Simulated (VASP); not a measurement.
# Na3Al (Fm-3m) in VASP: notebook

The runs below take Na3Al through single point, with PBE.

All numbers are computed with VASP 6.6.1; they aren't measurements. Logs are shortened: lines on timing, memory, paths and dates and some standing lists are left out, and cuts for length are marked.

**1. The cell of the first run**

It takes space group Fm-3m (No. 225, cubic). Conventional cell: a = 7.510 Å, b = 7.510 Å, c = 7.510 Å, α = 90.00°, β = 90.00°, γ = 90.00°. Al (site symmetry m-3m) has 14 Na at 3.25 to 3.75 Å within 4.3 Å. Na (site symmetry m-3m) has 8 Na at 3.25 Å and 6 Al at 3.75 Å within 4.3 Å. Within 4.3 Å of Na (site symmetry -43m) lie 4 Al at 3.25 Å and 10 Na at 3.25 to 3.75 Å.

**2. Single point, PBE**

File INCAR:

```
ALGO     = Fast           # electronic algorithm
EDIFF    = 1E-6           # SCF threshold, eV
ENCUT    = 520            # plane-wave cutoff, eV
GGA      = PE             # functional
ISIF     = 2              # what is computed and relaxed
ISMEAR   = -1             # smearing method
LASPH    = T              # aspherical terms in the spheres
LCHARG   = T              # write CHGCAR
LELF     = T              # ELF
LREAL    = F              # projectors in reciprocal space
LVHAR    = T            
LWAVE    = F              # write WAVECAR
NBANDS   = 20             # bands
NELM     = 80             # most SCF steps
PREC     = Accurate       # precision mode
SIGMA    = 0.05           # smearing width, eV
```

File KPOINTS:

```
k-points
0
Gamma
  6 6 6
```

File POSCAR:

```
Na3Al
1.0
    0.0000000000      3.7547574731      3.7547574731
    3.7547574731      0.0000000000      3.7547574731
    3.7547574731      3.7547574731      0.0000000000
Al Na
1 3
Direct
    0.0000000000      0.0000000000      0.0000000000
    0.5000000000      0.5000000000      0.5000000000
    0.7500000000      0.7500000000      0.7500000000
    0.2500000000      0.2500000000      0.2500000000
```

Potentials or basis: VASP PAW PBE potentials, release 64 (Al, Na_pv).

The run is started by

```sh
$ cat potpaw_PBE.64/Al/POTCAR potpaw_PBE.64/Na_pv/POTCAR > POTCAR
$ mpirun -np 1 vasp_std > vasp.out
```

OUTCAR:

```text
EDIFF = 1E-6
   ENCUT = 520
   GGA = PE
   ISIF = 2
   ISMEAR = -1
   LASPH = T
   LREAL = F
   NELM = 80
   PREC = Accurate

 ion  position               nearest neighbor table
   1  0.000  0.000  0.000-
   2  0.500  0.500  0.500-
   3  0.750  0.750  0.750-
   4  0.250  0.250  0.250-

  LATTYP: Found a face centered cubic cell.
 ALAT       =     7.5095149462

  Lattice vectors:

 A1 = (   0.0000000000,   3.7547574731,   3.7547574731)
 A2 = (   3.7547574731,   0.0000000000,   3.7547574731)
 A3 = (   3.7547574731,   3.7547574731,   0.0000000000)

Analysis of symmetry for initial positions (statically):
=====================================================================
 Subroutine PRICEL returns:
 Original cell was already a primitive cell.

 Routine SETGRP: Setting up the symmetry group for a
 face centered cubic supercell.

 Subroutine GETGRP returns: Found 48 space group operations
 (whereof 48 operations were pure point group operations)
 out of a pool of 48 trial point group operations.

The static configuration has the point symmetry O_h .

Analysis of symmetry for dynamics (positions and initial velocities):
=====================================================================
 Subroutine PRICEL returns:
 Original cell was already a primitive cell.

 Routine SETGRP: Setting up the symmetry group for a
 face centered cubic supercell.

 Subroutine GETGRP returns: Found 48 space group operations
 (whereof 48 operations were pure point group operations)
 out of a pool of 48 trial point group operations.

The dynamic configuration has the point symmetry O_h .

 Subroutine INISYM returns: Found 48 space group operations
 (whereof 48 operations are pure point group operations),
 and found     1 'primitive' translations

----------------------------------------------------------------------------------------

                                     Primitive cell

  volume of cell :     105.8707

  direct lattice vectors                    reciprocal lattice vectors
     0.000000000  3.754757473  3.754757473    -0.133164393  0.133164393  0.133164393
     3.754757473  0.000000000  3.754757473     0.133164393 -0.133164393  0.133164393
     3.754757473  3.754757473  0.000000000     0.133164393  0.133164393 -0.133164393

  length of vectors
     5.310028942  5.310028942  5.310028942     0.230647495  0.230647495  0.230647495

  position of ions in fractional coordinates (direct lattice)
     0.000000000  0.000000000  0.000000000
     0.500000000  0.500000000  0.500000000
     0.750000000  0.750000000  0.750000000
     0.250000000  0.250000000  0.250000000

  ion indices of the primitive-cell ions
   primitive index   ion index
                 1           1
                 2           2
                 3           3
                 4           4

----------------------------------------------------------------------------------------

 KPOINTS: k-points

Automatic generation of k-mesh.
 Grid dimensions read from file:
 generate k-points for:    6    6    6

 Generating k-lattice:

  Cartesian coordinates                     Fractional coordinates (reciprocal lattice)
    -0.022194066  0.022194066  0.022194066     0.166666667  0.000000000  0.000000000
     0.022194066 -0.022194066  0.022194066     0.000000000  0.166666667  0.000000000
     0.022194066  0.022194066 -0.022194066     0.000000000  0.000000000  0.166666667

  Length of vectors
     0.038441249  0.038441249  0.038441249

  Shift w.r.t. Gamma in fractional coordinates (k-lattice)
     0.000000000  0.000000000  0.000000000

 Subroutine IBZKPT returns following result:
 ===========================================

 Found     16 irreducible k-points:

 Following reciprocal coordinates:
            Coordinates               Weight
  0.000000  0.000000  0.000000      1.000000
  0.166667  0.000000  0.000000      8.000000
  0.333333  0.000000  0.000000      8.000000
  0.500000  0.000000  0.000000      4.000000
  0.166667  0.166667  0.000000      6.000000
  0.333333  0.166667  0.000000     24.000000
[... 8 lines left out ...]
 -0.333333  0.333333  0.166667     24.000000
 -0.333333  0.500000  0.166667     12.000000
   k-points           NKPTS =     16   k-points in BZ     NKDIM =     16   number of bands    NBANDS=     20
   number of dos      NEDOS =    301   number of ions     NIONS =      4
   total plane-waves  NPLWV =  64000
   dimension x,y,z NGX =    40 NGY =   40 NGZ =   40
   dimension x,y,z NGXF=    80 NGYF=   80 NGZF=   80
   ions per type =               1   3
   NGX,Y,Z   is equivalent  to a cutoff of  12.52, 12.52, 12.52 a.u.
   NGXF,Y,Z  is equivalent  to a cutoff of  25.05, 25.05, 25.05 a.u.
 SYSTEM =  unknown system
   PREC   = accura    normal or accurate (medium, high low for compatibility)
   ISTART =      0    job   : 0-new  1-cont  2-samecut
   ICHARG =      2    charge: 1-file 2-atom 10-const
   ISPIN  =      1    spin polarized calculation?
   LNONCOLLINEAR =      F non collinear calculations
   LSORBIT =      F    spin-orbit coupling
   LASPH  =      T    aspherical Exc in radial PAW
   ENCUT  =  520.0 eV  38.22 Ry    6.18 a.u.   9.87  9.87  9.87*2*pi/ulx,y,z
   NELM   =     80;   NELMIN=  2; NELMDL= -5     # of ELM steps
   EDIFF  = 0.1E-05   stopping-criterion for ELM
   LREAL  =      F    real-space projection
   EDIFFG = 0.1E-04   stopping-criterion for IOM
   NSW    =      0    number of steps for IOM
   IBRION =     -1    ionic relax: 0-MD 1-quasi-New 2-CG
   NFREE  =      0    steps in history (QN), initial steepest desc. (CG)
   ISIF   =      2    stress and relaxation
   ISYM   =      2    0-nonsym 1-usesym 2-fastsym
   POTIM  = 0.5000    time-step for ionic-motion
   TEBEG  =    0.0;   TEEND  =   0.0 temperature during run
   PSTRESS=    0.0 pullay stress
   NELECT =      24.0000    total number of electrons
   NUPDOWN=      -1.0000    fix difference up-down
   EMIN   =  10.00;   EMAX   =-10.00  energy-range for DOS
   EFERMI =   0.00;   METHOD = LEGACY
   ISMEAR =    -1;   SIGMA  =   0.05  broadening in eV -4-tet -1-fermi 0-gaus
   EFERMI_NEDOS =   21; number of points for ismear=-14 and -15
   IALGO  =     68    algorithm
   IMIX   =      4    mixing-type and parameters
     AMIX     =   0.40;   BMIX     =  1.00
     AMIX_MAG =   1.60;   BMIX_MAG =  1.00
  volume/ion in A,a.u.               =      26.47       178.61
  Fermi-wavevector in a.u.,A,eV,Ry     =   0.998206  1.886335 13.557043  0.996415
  Thomas-Fermi vector in A             =   2.130414
   LORBIT       =      0    0 simple, 1 ext, 2 COOP (PROOUT), +10 PAW based schemes
   GGA     = PE    functional components
   LHFCALC =     F    Hartree Fock is set to
   AEXX    =    0.0000 exact exchange contribution
   IVDW    =     0    specifies the selected vdW correction
   LEPSILON=     F    determine dielectric tensor
   LRPA    =     F    only Hartree local field effects (RPA)
 non-spin polarized calculation
 RMM-DIIS sequential band-by-band and
  energy-cutoff  :      520.00
  volume of cell :      105.87
 maximum number of plane-waves:      2884
   NGX = 19   NGY = 19   NGZ = 19

 number of electron      24.0000000 magnetization

 Free energy of the ion-electron system (eV)
  ---------------------------------------------------
  ext. energy  EPLUGINS =         0.00000000
  ---------------------------------------------------
  free energy    TOTEN  =        -6.96962759 eV

  energy without entropy =       -6.94258568  energy(sigma->0) =       -6.95610664

 E-fermi :   1.7198     XC(G=0):  -7.7182

 val. band max:        1.6917033852   @ k =   0.5000   0.3333   0.0000
 cond. band min:       1.7341693434   @ k =   0.5000   0.3333   0.1667
 fundamental gap:      0.0424659582
 Fermi energy:         1.7198251057

 k-point     1 :       0.0000    0.0000    0.0000
  band No.  band energies     occupation
      1     -22.9637      2.00000
      2     -22.9637      2.00000
      3     -22.9637      2.00000
      4     -22.5048      2.00000
      5     -22.5048      2.00000
      6     -22.5048      2.00000
[... 12 lines left out ...]
     19       6.6782      0.00000
     20       7.4846      0.00000

 k-point     2 :       0.1667    0.0000    0.0000
  band No.  band energies     occupation
      1     -22.9639      2.00000
      2     -22.9639      2.00000
      3     -22.9638      2.00000
      4     -22.5037      2.00000
      5     -22.5037      2.00000
      6     -22.5033      2.00000
[... 12 lines left out ...]
     19       6.0232      0.00000
     20       7.1461      0.00000

 k-point     3 :       0.3333    0.0000    0.0000
  band No.  band energies     occupation
      1     -22.9643      2.00000
      2     -22.9643      2.00000
      3     -22.9641      2.00000
      4     -22.5005      2.00000
      5     -22.5005      2.00000
      6     -22.5001      2.00000
[... 12 lines left out ...]
     19       6.9603      0.00000
     20       7.5919      0.00000

 k-point     4 :       0.5000    0.0000    0.0000
  band No.  band energies     occupation
      1     -22.9646      2.00000
      2     -22.9646      2.00000
      3     -22.9642      2.00000
      4     -22.4977      2.00000
      5     -22.4973      2.00000
      6     -22.4973      2.00000
[... 12 lines left out ...]
     19       8.6793      0.00000
     20       8.6840      0.00000

 k-point     5 :       0.1667    0.1667    0.0000
  band No.  band energies     occupation
      1     -22.9642      2.00000
      2     -22.9642      2.00000
      3     -22.9635      2.00000
      4     -22.5047      2.00000
      5     -22.5047      2.00000
      6     -22.5001      2.00000
[... 12 lines left out ...]
     19       6.9656      0.00000
     20       7.8971      0.00000
[... 169 lines left out ...]
      6     -22.5039      2.00000
[... 12 lines left out ...]
     19       9.1877      0.00000
     20       9.5954      0.00000

 k-point    14 :       0.5000    0.3333    0.1667
  band No.  band energies     occupation
      1     -22.9651      2.00000
      2     -22.9647      2.00000
      3     -22.9637      2.00000
      4     -22.5055      2.00000
      5     -22.5031      2.00000
      6     -22.5000      2.00000
[... 12 lines left out ...]
     19       8.5504      0.00000
     20       9.1083      0.00000

 k-point    15 :      -0.3333    0.3333    0.1667
  band No.  band energies     occupation
      1     -22.9654      2.00000
      2     -22.9643      2.00000
      3     -22.9642      2.00000
      4     -22.5067      2.00000
      5     -22.5043      2.00000
      6     -22.4961      2.00000
[... 12 lines left out ...]
     19       8.3493      0.00000
     20       9.5329      0.00000

 k-point    16 :      -0.3333    0.5000    0.1667
  band No.  band energies     occupation
      1     -22.9657      2.00000
      2     -22.9649      2.00000
      3     -22.9635      2.00000
      4     -22.5090      2.00000
      5     -22.5049      2.00000
      6     -22.4998      2.00000
[... 12 lines left out ...]
     19       9.0431      0.00000
     20       9.6649      0.00000

------------------------ aborting loop because EDIFF is reached ----------------------------------------

  FORCE on cell =-STRESS in cart. coord.  units (eV):
  Direction    XX          YY          ZZ          XY          YZ          ZX
  --------------------------------------------------------------------------------------
  -------------------------------------------------------------------------------------
  Total        0.7959128      0.7959128      0.7959128      0.0000000      0.0000000     -0.0000000
  in kB       12.0448223     12.0448223     12.0448223      0.0000000      0.0000000     -0.0000000
  external PRESSURE =      12.0448223 kB  Pullay stress =       0.0000000 kB

 VOLUME and BASIS-vectors are now :
 -----------------------------------------------------------------------------
  energy-cutoff  :      520.00
  volume of cell :      105.87
      direct lattice vectors                 reciprocal lattice vectors
     0.000000000  3.754757473  3.754757473    -0.133164393  0.133164393  0.133164393
     3.754757473  0.000000000  3.754757473     0.133164393 -0.133164393  0.133164393
     3.754757473  3.754757473  0.000000000     0.133164393  0.133164393 -0.133164393

 POSITION                                       TOTAL-FORCE (eV/Angst)
 -----------------------------------------------------------------------------------
      0.00000      0.00000      0.00000         0.000000      0.000000     -0.000000
      3.75476      3.75476      3.75476         0.000000      0.000000     -0.000000
      5.63214      5.63214      5.63214        -0.000000     -0.000000      0.000000
      1.87738      1.87738      1.87738         0.000000      0.000000     -0.000000
 -----------------------------------------------------------------------------------
    total drift:                               -0.000000     -0.000000      0.000000

  FREE ENERGIE OF THE ION-ELECTRON SYSTEM (eV)
  ---------------------------------------------------
  free  energy   TOTEN  =        -6.9696275950 eV

  energy  without entropy=       -6.9425856779  energy(sigma->0) =       -6.95610664
```

Wall time 26 s (1 thread of AMD EPYC 9R14 (Zen 4), shared host); peak memory 0.2 GiB.

Results:

- Free energy: -6.9696 eV
- Pressure: 1.2 GPa
- Band gap on the k mesh: zero (band 12 reaches 2.85 eV, above the bottom of band 13 at 0.86 eV)

Levels at points of the mesh, in eV from the Fermi level:
| k point | band 8 | band 9 | band 10 | band 11 | band 12 | band 13 | band 14 | band 15 |
| --- | --- | --- | --- | --- | --- | --- | --- | --- |
| (0.00, 0.00, 0.00) | -24.21 | -24.21 | -5.58 | 1.13 | 1.13 | 1.13 | 1.89 | 3.34 |
| (0.50, 0.00, 0.00) | -24.21 | -24.21 | -4.54 | -2.37 | 0.74 | 0.74 | 2.14 | 2.81 |
| (0.50, 0.50, 0.00) | -24.21 | -24.21 | -4.21 | -1.90 | -0.19 | -0.19 | 0.57 | 1.84 |

**3. Single point, PBE**

This run uses another cell than the first one, of 27.03 Å³/atom, 1.021 times its volume.

File INCAR:

```
SYSTEM = Na3Al
ALGO = Normal ; EDIFF = 1E-7
ENCUT = 520 ; GGA = PE
ISIF = 2 ; ISMEAR = -1
LASPH = .True. ; LCHARG = .False.
LREAL = .False. ; LWAVE = .False.
NBANDS = 20 ; NELM = 100
PREC = Accurate ; SIGMA = 0.05
```

File KPOINTS:

```
k-points
0
Gamma
  6 6 6
  0 0 0
```

File POSCAR:

```
Na3Al
1.0
    0.0000000000      3.7812002983      3.7812002983
    3.7812002983      0.0000000000      3.7812002983
    3.7812002983      3.7812002983      0.0000000000
Al Na
1 3
Direct
    0.0000000000      0.0000000000      0.0000000000
    0.5000000000      0.5000000000      0.5000000000
    0.7500000000      0.7500000000      0.7500000000
    0.2500000000      0.2500000000      0.2500000000
```

Potentials or basis: VASP PAW PBE potentials, release 64 (Al, Na_pv).

The run is started by

```sh
$ cat potpaw_PBE.64/Al/POTCAR potpaw_PBE.64/Na_pv/POTCAR > POTCAR
$ mpirun -np 1 vasp_std > vasp.out
```

OUTCAR:

```text
SYSTEM = Na3Al
   EDIFF = 1E-7
   ENCUT = 520
   GGA = PE
   ISIF = 2
   ISMEAR = -1
   LASPH = .True.
   LREAL = .False.
   NELM = 100
   PREC = Accurate

 ion  position               nearest neighbor table
   1  0.000  0.000  0.000-
   2  0.500  0.500  0.500-
   3  0.750  0.750  0.750-
   4  0.250  0.250  0.250-

  LATTYP: Found a face centered cubic cell.
 ALAT       =     7.5624005966
[... 551 lines left out ...]

  FORCE on cell =-STRESS in cart. coord.  units (eV):
  Direction    XX          YY          ZZ          XY          YZ          ZX
  --------------------------------------------------------------------------------------
  -------------------------------------------------------------------------------------
  Total        0.5543818      0.5543818      0.5543818      0.0000000     -0.0000000      0.0000000
  in kB        8.2148668      8.2148668      8.2148668      0.0000000     -0.0000000      0.0000000
  external PRESSURE =       8.2148668 kB  Pullay stress =       0.0000000 kB

 VOLUME and BASIS-vectors are now :
 -----------------------------------------------------------------------------
  energy-cutoff  :      520.00
  volume of cell :      108.12
      direct lattice vectors                 reciprocal lattice vectors
     0.000000000  3.781200298  3.781200298    -0.132233143  0.132233143  0.132233143
     3.781200298  0.000000000  3.781200298     0.132233143 -0.132233143  0.132233143
     3.781200298  3.781200298  0.000000000     0.132233143  0.132233143 -0.132233143

 POSITION                                       TOTAL-FORCE (eV/Angst)
 -----------------------------------------------------------------------------------
      0.00000      0.00000      0.00000         0.000000      0.000000     -0.000000
      3.78120      3.78120      3.78120         0.000000      0.000000     -0.000000
      5.67180      5.67180      5.67180         0.000000     -0.000000      0.000000
      1.89060      1.89060      1.89060        -0.000000     -0.000000     -0.000000
 -----------------------------------------------------------------------------------
    total drift:                               -0.000000     -0.000000      0.000000

  FREE ENERGIE OF THE ION-ELECTRON SYSTEM (eV)
  ---------------------------------------------------
  free  energy   TOTEN  =        -6.9839801219 eV

  energy  without entropy=       -6.9572183426  energy(sigma->0) =       -6.97059923
```

OSZICAR:

```text
N       E                     dE             d eps       ncg     rms          rms(c)
DAV:   1     0.180397341332E+03    0.18040E+03   -0.12087E+04   640   0.116E+03
DAV:   2     0.289995589329E+01   -0.17750E+03   -0.17466E+03   644   0.322E+02
DAV:   3    -0.685206078416E+01   -0.97520E+01   -0.96976E+01   752   0.902E+01
DAV:   4    -0.703620087762E+01   -0.18414E+00   -0.18408E+00   776   0.125E+01
DAV:   5    -0.704369913085E+01   -0.74983E-02   -0.74981E-02   836   0.228E+00    0.979E-01
DAV:   6    -0.700083263864E+01    0.42866E-01   -0.44998E-02   800   0.265E+00    0.630E-01
DAV:   7    -0.698440070069E+01    0.16432E-01   -0.53449E-02   776   0.143E+00    0.185E-01
DAV:   8    -0.698396909910E+01    0.43160E-03   -0.53439E-03   708   0.658E-01    0.920E-02
DAV:   9    -0.698398411978E+01   -0.15021E-04   -0.27202E-04   744   0.197E-01    0.381E-02
DAV:  10    -0.698398199509E+01    0.21247E-05   -0.23525E-05   764   0.376E-02    0.136E-02
DAV:  11    -0.698398022317E+01    0.17719E-05   -0.12757E-05   824   0.416E-02    0.144E-03
DAV:  12    -0.698398011317E+01    0.11000E-06   -0.43271E-07   580   0.412E-03    0.579E-04
DAV:  13    -0.698398012193E+01   -0.87598E-08   -0.32909E-08   384   0.144E-03
   1 F= -.69839801E+01 E0= -.69705992E+01  d E =-.267618E-01
```

It took 21 s on 1 thread of AMD EPYC 9R14 (Zen 4), shared host; peak memory 0.21 GiB.

Results:

* Free energy: -6.9840 eV
* Pressure: 0.8 GPa
* Band gap on the k mesh: zero (band 12 reaches 2.75 eV, above the bottom of band 13 at 0.78 eV)

Levels at points of the mesh, in eV from the Fermi level:
| k point | band 7 | band 8 | band 9 | band 10 | band 11 | band 12 | band 13 | band 14 | band 15 | band 16 |
| --- | --- | --- | --- | --- | --- | --- | --- | --- | --- | --- |
| (0.00, 0.00, 0.00) | -24.23 | -24.23 | -24.23 | -5.53 | 1.12 | 1.12 | 1.12 | 1.79 | 3.31 | 3.31 |
| (0.50, 0.00, 0.00) | -24.24 | -24.23 | -24.23 | -4.52 | -2.33 | 0.74 | 0.74 | 2.07 | 2.78 | 2.78 |
| (0.50, 0.50, 0.00) | -24.23 | -24.23 | -24.23 | -4.20 | -1.88 | -0.18 | -0.18 | 0.55 | 1.81 | 6.44 |
